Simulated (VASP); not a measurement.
# Cu (P6_3/mmc) in VASP: notebook

Cu is run at these levels: PBEsol; tasks: single point, relaxation of cell and atoms.

All numbers are computed with VASP 6.6.1; they aren't measurements. Logs are shortened: lines on timing, memory, paths and dates and some standing lists are left out, and cuts for length are marked.

## (1) The cell of the first run

Symmetry: P6_3/mmc, No. 194, hexagonal system. Conventional cell: a = 2.513 Å, b = 2.513 Å, c = 8.184 Å, α = 90.00°, β = 90.00°, γ = 120.00°. Cu (site symmetry -6m2) has 12 Cu at 2.51 Å within 3.3 Å. Cu (site symmetry -3m) has 12 Cu at 2.51 Å within 3.3 Å.

This isn't the form of Cu at room conditions, which is fcc.

## (2) Single point, PBEsol

INCAR

```
PREC = Accurate ; ENCUT = 520
EDIFF = 1E-6 ; ISMEAR = -1
SIGMA = 0.05 ; LREAL = F
LASPH = T ; NELM = 80
ALGO = Normal ; ISIF = 2
LWAVE = F ; LCHARG = F
GGA = PS ; NBANDS = 30
```

KPOINTS

```
Automatic mesh
0
Gamma
  12 12 4
```

POSCAR

```
Cu
1.0
    2.5133348797      0.0000000000      0.0000000000
   -1.2566674399      2.1766118540      0.0000000000
    0.0000000000      0.0000000000      8.1840855922
Cu
4
Direct
    0.6666666667      0.3333333333      0.7500000000
    0.0000000000      0.0000000000      0.5000000000
    0.3333333333      0.6666666667      0.2500000000
    0.0000000000      0.0000000000      0.0000000000
```

Potentials or basis: VASP PAW PBE potentials, release 64 (Cu).

On the command line:

```sh
cat potpaw_PBE.64/Cu/POTCAR > POTCAR
mpirun -np 1 vasp_std > vasp.out
```

OUTCAR:

```text
PREC = Accurate
   ENCUT = 520
   EDIFF = 1E-6
   ISMEAR = -1
   LREAL = F
   LASPH = T
   NELM = 80
   ISIF = 2
   GGA = PS

 ion  position               nearest neighbor table
   1  0.667  0.333  0.750-   2 2.51   4 2.51   2 2.51   4 2.51   2 2.51   4 2.51
   2  0.000  0.000  0.500-   1 2.51   3 2.51   3 2.51   1 2.51   1 2.51   3 2.51
   3  0.333  0.667  0.250-   2 2.51   4 2.51   2 2.51   4 2.51   2 2.51   4 2.51
   4  0.000  0.000  0.000-   1 2.51   3 2.51   3 2.51   1 2.51   1 2.51   3 2.51

  LATTYP: Found a hexagonal cell.
 ALAT       =     2.5133348797
 C/A-ratio  =     3.2562654735

  Lattice vectors:

 A1 = (   2.5133348797,   0.0000000000,   0.0000000000)
 A2 = (  -1.2566674399,   2.1766118540,   0.0000000000)
 A3 = (   0.0000000000,   0.0000000000,   8.1840855922)

Analysis of symmetry for initial positions (statically):
=====================================================================
 Subroutine PRICEL returns:
 Original cell was already a primitive cell.

 Routine SETGRP: Setting up the symmetry group for a
 hexagonal supercell.

 Subroutine GETGRP returns: Found 24 space group operations
 (whereof 12 operations were pure point group operations)
 out of a pool of 24 trial point group operations.

The static configuration has the point symmetry D_3d.
 The point group associated with its full space group is D_6h.

Analysis of symmetry for dynamics (positions and initial velocities):
=====================================================================
 Subroutine PRICEL returns:
 Original cell was already a primitive cell.

 Routine SETGRP: Setting up the symmetry group for a
 hexagonal supercell.

 Subroutine GETGRP returns: Found 24 space group operations
 (whereof 12 operations were pure point group operations)
 out of a pool of 24 trial point group operations.

The dynamic configuration has the point symmetry D_3d.
 The point group associated with its full space group is D_6h.

 Subroutine INISYM returns: Found 24 space group operations
 (whereof 12 operations are pure point group operations),
 and found     1 'primitive' translations

----------------------------------------------------------------------------------------

                                     Primitive cell

  volume of cell :      44.7715

  direct lattice vectors                    reciprocal lattice vectors
     2.513334880  0.000000000  0.000000000     0.397877739  0.229714820  0.000000000
    -1.256667440  2.176611854  0.000000000     0.000000000  0.459429640  0.000000000
     0.000000000  0.000000000  8.184085592     0.000000000  0.000000000  0.122188360

  length of vectors
     2.513334880  2.513334880  8.184085592     0.459429640  0.459429640  0.122188360

  position of ions in fractional coordinates (direct lattice)
     0.666666667  0.333333333  0.750000000
     0.000000000  0.000000000  0.500000000
     0.333333333  0.666666667  0.250000000
     0.000000000  0.000000000  0.000000000

  ion indices of the primitive-cell ions
   primitive index   ion index
                 1           1
                 2           2
                 3           3
                 4           4

----------------------------------------------------------------------------------------

 KPOINTS: Automatic mesh

Automatic generation of k-mesh.
 Grid dimensions read from file:
 generate k-points for:   12   12    4

 Generating k-lattice:

  Cartesian coordinates                     Fractional coordinates (reciprocal lattice)
     0.033156478  0.019142902  0.000000000     0.083333333 -0.000000000  0.000000000
     0.000000000  0.038285803  0.000000000     0.000000000  0.083333333  0.000000000
     0.000000000  0.000000000  0.030547090     0.000000000  0.000000000  0.250000000

  Length of vectors
     0.038285803  0.038285803  0.030547090

  Shift w.r.t. Gamma in fractional coordinates (k-lattice)
     0.000000000  0.000000000  0.000000000

 Subroutine IBZKPT returns following result:
 ===========================================

 Found     57 irreducible k-points:

 Following reciprocal coordinates:
            Coordinates               Weight
  0.000000  0.000000  0.000000      1.000000
  0.083333  0.000000  0.000000      6.000000
  0.166667  0.000000  0.000000      6.000000
  0.250000  0.000000  0.000000      6.000000
  0.333333 -0.000000  0.000000      6.000000
  0.416667  0.000000  0.000000      6.000000
[... 16 lines left out ...]
  0.250000  0.000000  0.250000     12.000000
  0.333333 -0.000000  0.250000     12.000000
 [... further k-points ...]
   k-points           NKPTS =     57   k-points in BZ     NKDIM =     57   number of bands    NBANDS=     30
   number of dos      NEDOS =    301   number of ions     NIONS =      4
   total plane-waves  NPLWV =  25600
   dimension x,y,z NGX =    20 NGY =   20 NGZ =   64
   dimension x,y,z NGXF=    40 NGYF=   40 NGZF=  128
   ions per type =               4
   NGX,Y,Z   is equivalent  to a cutoff of  13.23, 13.23, 13.00 a.u.
   NGXF,Y,Z  is equivalent  to a cutoff of  26.46, 26.46, 26.00 a.u.
 SYSTEM =  unknown system
   PREC   = accura    normal or accurate (medium, high low for compatibility)
   ISTART =      0    job   : 0-new  1-cont  2-samecut
   ICHARG =      2    charge: 1-file 2-atom 10-const
   ISPIN  =      1    spin polarized calculation?
   LNONCOLLINEAR =      F non collinear calculations
   LSORBIT =      F    spin-orbit coupling
   LASPH  =      T    aspherical Exc in radial PAW
   ENCUT  =  520.0 eV  38.22 Ry    6.18 a.u.   4.67  4.67 15.22*2*pi/ulx,y,z
   NELM   =     80;   NELMIN=  2; NELMDL= -5     # of ELM steps
   EDIFF  = 0.1E-05   stopping-criterion for ELM
   LREAL  =      F    real-space projection
   EDIFFG = 0.1E-04   stopping-criterion for IOM
   NSW    =      0    number of steps for IOM
   IBRION =     -1    ionic relax: 0-MD 1-quasi-New 2-CG
   NFREE  =      0    steps in history (QN), initial steepest desc. (CG)
   ISIF   =      2    stress and relaxation
   ISYM   =      2    0-nonsym 1-usesym 2-fastsym
   POTIM  = 0.5000    time-step for ionic-motion
   TEBEG  =    0.0;   TEEND  =   0.0 temperature during run
   PSTRESS=    0.0 pullay stress
   NELECT =      44.0000    total number of electrons
   NUPDOWN=      -1.0000    fix difference up-down
   EMIN   =  10.00;   EMAX   =-10.00  energy-range for DOS
   EFERMI =   0.00;   METHOD = LEGACY
   ISMEAR =    -1;   SIGMA  =   0.05  broadening in eV -4-tet -1-fermi 0-gaus
   EFERMI_NEDOS =   21; number of points for ismear=-14 and -15
   IALGO  =     38    algorithm
   IMIX   =      4    mixing-type and parameters
     AMIX     =   0.40;   BMIX     =  1.00
     AMIX_MAG =   1.60;   BMIX_MAG =  1.00
  volume/ion in A,a.u.               =      11.19        75.53
  Fermi-wavevector in a.u.,A,eV,Ry     =   1.627641  3.075795 36.044750  2.649214
  Thomas-Fermi vector in A             =   2.720403
   LORBIT       =      0    0 simple, 1 ext, 2 COOP (PROOUT), +10 PAW based schemes
   GGA     = PS    functional components
   LHFCALC =     F    Hartree Fock is set to
   AEXX    =    0.0000 exact exchange contribution
   IVDW    =     0    specifies the selected vdW correction
   LEPSILON=     F    determine dielectric tensor
   LRPA    =     F    only Hartree local field effects (RPA)
 non-spin polarized calculation
  energy-cutoff  :      520.00
  volume of cell :       44.77
 maximum number of plane-waves:      1230
 NGX is ok and might be reduce to    20
   NGX =  9   NGY =  9   NGZ = 31

 number of electron      43.9999976 magnetization

 Free energy of the ion-electron system (eV)
  ---------------------------------------------------
  ext. energy  EPLUGINS =         0.00000000
  ---------------------------------------------------
  free energy    TOTEN  =       -17.20442671 eV

  energy without entropy =      -17.19156367  energy(sigma->0) =      -17.19799519

 E-fermi :   7.9912     XC(G=0): -13.2242

 val. band max:        7.9798820149   @ k =   0.1667   0.0833   0.5000
 cond. band min:       8.0781801261   @ k =   0.5000   0.0000   0.5000
 fundamental gap:      0.0982981113
 Fermi energy:         7.9912423468

 k-point     1 :       0.0000    0.0000    0.0000
  band No.  band energies     occupation
      1      -1.7245      2.00000
      2       0.4755      2.00000
      3       0.4910      2.00000
      4       2.6823      2.00000
      5       4.6142      2.00000
      6       4.6153      2.00000
[... 22 lines left out ...]
     29      30.3517      0.00000
     30      30.6625      0.00000

 k-point     2 :       0.0833    0.0000    0.0000
  band No.  band energies     occupation
      1      -1.4917      2.00000
      2       0.6823      2.00000
      3       0.6973      2.00000
      4       2.8204      2.00000
      5       4.5010      2.00000
      6       4.5579      2.00000
[... 22 lines left out ...]
     29      28.5224      0.00000
     30      28.5541      0.00000

 k-point     3 :       0.1667    0.0000    0.0000
  band No.  band energies     occupation
      1      -0.8100      2.00000
      2       1.2630      2.00000
      3       1.2767      2.00000
      4       3.1744      2.00000
      5       4.2966      2.00000
      6       4.4225      2.00000
[... 22 lines left out ...]
     29      24.7564      0.00000
     30      24.8078      0.00000

 k-point     4 :       0.2500    0.0000    0.0000
  band No.  band energies     occupation
      1       0.2573      2.00000
      2       2.0500      2.00000
      3       2.0612      2.00000
      4       3.5100      2.00000
      5       4.1378      2.00000
      6       4.1586      2.00000
[... 616 lines left out ...]
     29      24.9242      0.00000
     30      25.9617      0.00000

 k-point    23 :       0.2500    0.0000    0.2500
  band No.  band energies     occupation
      1       0.3847      2.00000
      2       1.3389      2.00000
      3       2.7702      2.00000
      4       3.4889      2.00000
      5       4.0495      2.00000
      6       4.0699      2.00000
[... 22 lines left out ...]
     29      22.2070      0.00000
     30      24.5315      0.00000

 k-point    24 :       0.3333   -0.0000    0.2500
  band No.  band energies     occupation
      1       1.6235      2.00000
      2       2.2483      2.00000
      3       3.0328      2.00000
      4       3.5127      2.00000
      5       3.7775      2.00000
      6       3.8734      2.00000
[... 22 lines left out ...]
     29      21.0365      0.00000
     30      21.7798      0.00000

 [... further k-points ...]

------------------------ aborting loop because EDIFF is reached ----------------------------------------

  FORCE on cell =-STRESS in cart. coord.  units (eV):
  Direction    XX          YY          ZZ          XY          YZ          ZX
  --------------------------------------------------------------------------------------
  -------------------------------------------------------------------------------------
  Total        0.7646742      0.7646742      0.7432617     -0.0000000      0.0000000      0.0000000
  in kB       27.3643733     27.3643733     26.5981139     -0.0000000      0.0000000      0.0000000
  external PRESSURE =      27.1089535 kB  Pullay stress =       0.0000000 kB

 VOLUME and BASIS-vectors are now :
 -----------------------------------------------------------------------------
  energy-cutoff  :      520.00
  volume of cell :       44.77
      direct lattice vectors                 reciprocal lattice vectors
     2.513334880  0.000000000  0.000000000     0.397877739  0.229714820  0.000000000
    -1.256667440  2.176611854  0.000000000     0.000000000  0.459429640  0.000000000
     0.000000000  0.000000000  8.184085592     0.000000000  0.000000000  0.122188360

 POSITION                                       TOTAL-FORCE (eV/Angst)
 -----------------------------------------------------------------------------------
      1.25667      0.72554      6.13806        -0.000000      0.000000     -0.000000
      0.00000      0.00000      4.09204         0.000000      0.000000      0.000000
     -0.00000      1.45107      2.04602         0.000000     -0.000000      0.000000
      0.00000      0.00000      0.00000         0.000000      0.000000      0.000000
 -----------------------------------------------------------------------------------
    total drift:                                0.000000     -0.000000      0.000000

  FREE ENERGIE OF THE ION-ELECTRON SYSTEM (eV)
  ---------------------------------------------------
  free  energy   TOTEN  =       -17.2044267108 eV

  energy  without entropy=      -17.1915636717  energy(sigma->0) =      -17.19799519
```

Run time: 2 min. Hardware: 1 thread of Intel Xeon 8259CL, shared host; peak memory 0.2 GiB.

Results:

```yaml
Free_energy: -17.2044 eV
Pressure: 2.7 GPa
Band_gap_on_the_k_mesh: zero (bands 22 and 23 overlap by 5.27 eV)
```

Caveat: the PAW data sets were made with another functional, which shifts forces and pressure a little.

## (3) Single point, PBEsol

This run uses another cell than the first one, of 11.32 Å³/atom.

INCAR

```
ALGO = Normal ; EDIFF = 1E-6
ENCUT = 520 ; GGA = PS
ISIF = 2 ; ISMEAR = -1
LASPH = T ; LCHARG = F
LREAL = F ; LWAVE = F
NBANDS = 30 ; NELM = 80
PREC = Accurate ; SIGMA = 0.05
```

KPOINTS

```
k-points
0
Gamma
  12 12 4
```

POSCAR

```
Cu
1.0
    2.5231847765      0.0000000000      0.0000000000
   -1.2615923883      2.1851421149      0.0000000000
    0.0000000000      0.0000000000      8.2153264295
Cu
4
Direct
    0.6666666667      0.3333333333      0.7500000000
    0.0000000000      0.0000000000      0.5000000000
    0.3333333333      0.6666666667      0.2500000000
    0.0000000000      0.0000000000      0.0000000000
```

Potentials or basis: VASP PAW PBE potentials, release 64 (Cu).

On the command line:

```sh
cat potpaw_PBE.64/Cu/POTCAR > POTCAR
mpirun -np 1 vasp_std > vasp.out
```

It took 1.8 min on 1 thread of Intel Xeon 8259CL, shared host; peak memory 0.2 GiB.

Results (log left out):

| Item | Value |
| --- | --- |
| Free energy | -17.2104 eV |
| Pressure | 1.3 GPa |
| Band gap on the k mesh | zero (bands 22 and 23 overlap by 5.23 eV) |

Stress tensor (GPa, compression positive):
```
1.34 0.00 0.00
0.00 1.34 0.00
0.00 0.00 1.26
```

Levels at points of the mesh, in eV from the Fermi level:
```csv
k point,band 19,band 20,band 21,band 22,band 23,band 24,band 25,band 26
"(0.00, 0.00, 0.00)",-2.09,-1.92,-1.92,-1.61,-1.61,-1.04,4.09,12.95
"(0.50, 0.00, 0.00)",-1.47,-1.45,-0.63,0.41,1.06,1.64,4.86,4.88
"(0.00, 0.00, 0.50)",-2.22,-2.22,-1.74,-1.74,-1.74,-1.74,7.27,7.27
"(0.50, 0.00, 0.50)",-1.48,-1.48,0.09,0.09,1.44,1.44,5.36,5.36
```

Caveat: the PAW data sets were made with another functional, which shifts forces and pressure a little.

## (4) Relaxation of cell and atoms, PBEsol

This run uses another cell than the first one, of 11.46 Å³/atom.

INCAR

```
PREC     = Accurate       # precision mode
ENCUT    = 600            # plane-wave cutoff, eV
EDIFF    = 1E-6           # SCF threshold, eV
ISMEAR   = -1             # smearing method
SIGMA    = 0.05           # smearing width, eV
LREAL    = F              # projectors in reciprocal space
LASPH    = T              # aspherical terms in the spheres
NELM     = 100            # most SCF steps
ALGO     = Normal         # electronic algorithm
ISIF     = 3              # what is computed and relaxed
LWAVE    = F              # write WAVECAR
LCHARG   = F              # write CHGCAR
GGA      = PS             # functional
IBRION   = 2              # ionic algorithm
NSW      = 60             # ionic steps
EDIFFG   = -0.01          # ionic threshold
```

KPOINTS

```
regular mesh
0
Gamma
  12 12 4
```

POSCAR

```
Cu
1.0
    2.5307640267      0.0000000000      0.0000000000
   -1.2653820134      2.1917059381      0.0000000000
    0.0000000000      0.0000000000      8.2618150800
Cu
4
Direct
    0.6666666667      0.3333333333      0.7500000000
    0.0000000000      0.0000000000      0.5000000000
    0.3333333333      0.6666666667      0.2500000000
    0.0000000000      0.0000000000      0.0000000000
```

On the command line:

```sh
cat potpaw_PBE.64/Cu/POTCAR > POTCAR
mpirun -np 1 vasp_std > vasp.out
```

It took 8.7 min on 1 thread of Intel Xeon 8259CL, shared host; peak memory 0.21 GiB.

Results (log left out):

| Quantity | Value |
| --- | --- |
| Free energy | -17.2115 eV |
| Relaxed volume | 11.38 Å³/atom |
| Relaxed cell | a = 2.528 Å, b = 2.528 Å, c = 8.226 Å, α = 90.00°, β = 90.00°, γ = 120.00° |
| Space group after relaxing (to 0.1 Å) | P6_3/mmc (No. 194) |
| Energy gained by relaxing | 0.3 meV/atom |
| Ionic steps | 8 |
| Pressure after relaxing | 0.0 GPa |
| Band gap on the k mesh | zero (bands 22 and 23 overlap by 5.21 eV) |

Step by step:
| step | energy change (eV) | largest force (eV/Å) | pressure (GPa) | volume (Å³) |
| --- | --- | --- | --- | --- |
| 1 | 0.0000 | 0.0000 | -1.17 | 45.83 |
| 2 | -0.0006 | 0.0000 | 0.86 | 45.27 |
| 3 | -0.0012 | 0.0000 | 0.05 | 45.50 |
| 4 | -0.0012 | 0.0000 | 0.05 | 45.51 |
| 5 | -0.0009 | 0.0000 | -0.56 | 45.67 |
| 6 | -0.0012 | 0.0000 | -0.01 | 45.52 |
| 7 | -0.0013 | 0.0000 | 0.12 | 45.52 |
| 8 | -0.0013 | 0.0000 | -0.03 | 45.53 |

Final structure:
```cif
data_structure
_symmetry_space_group_name_H-M 'P 1'
_symmetry_Int_Tables_number 1
_cell_length_a 2.5280
_cell_length_b 2.5280
_cell_length_c 8.2258
_cell_angle_alpha 90.000
_cell_angle_beta 90.000
_cell_angle_gamma 120.000
_cell_volume 45.53
loop_
_atom_site_label
_atom_site_type_symbol
_atom_site_fract_x
_atom_site_fract_y
_atom_site_fract_z
_atom_site_occupancy
Cu1 Cu 0.66667 0.33333 0.75000 1
Cu2 Cu 0.00000 0.00000 0.50000 1
Cu3 Cu 0.33333 0.66667 0.25000 1
Cu4 Cu 0.00000 0.00000 0.00000 1
```

Levels at points of the mesh, in eV from the Fermi level:
```tsv
k point	band 20	band 21	band 22	band 23	band 24	band 25
(0.00, 0.00, 0.00)	-1.91	-1.91	-1.60	-1.60	-1.02	4.07
(0.50, 0.00, 0.00)	-1.45	-0.62	0.42	1.06	1.64	4.83
(0.00, 0.00, 0.50)	-2.21	-1.73	-1.73	-1.73	-1.73	7.25
(0.50, 0.00, 0.50)	-1.47	0.10	0.10	1.43	1.43	5.33
```

Caveat: the PAW data sets were made with another functional, which shifts forces and pressure a little.

## (5) Overview

| task | cell | cutoff (eV) | gap on the mesh (eV) | pressure (GPa) |
| --- | --- | --- | --- | --- |
| single point | a = 2.513, b = 2.513, c = 8.184 Å, angles 90.0, 90.0, 120.0°, 4 atoms | 520 | none | 2.7 |
| single point | a = 2.523, b = 2.523, c = 8.215 Å, angles 90.0, 90.0, 120.0°, 4 atoms | 520 | none | 1.3 |
| relaxation of cell and atoms | relaxed from a = 2.531, b = 2.531, c = 8.262 Å, angles 90.0, 90.0, 120.0°, 4 atoms | 600 | none | 0.0 |

Alike in all rows: level PBEsol; potentials or basis VASP PAW PBE potentials, release 64 (Cu); no spin polarisation; k mesh 12 × 12 × 4; smearing fermi-dirac 0.05 eV.

Caveats: the PAW data sets were made with another functional, which shifts forces and pressure a little.

Absolute energies hang on the potentials; compare differences alone.

The gap in the log of VASP goes by the Fermi energy; the results here count the filled bands.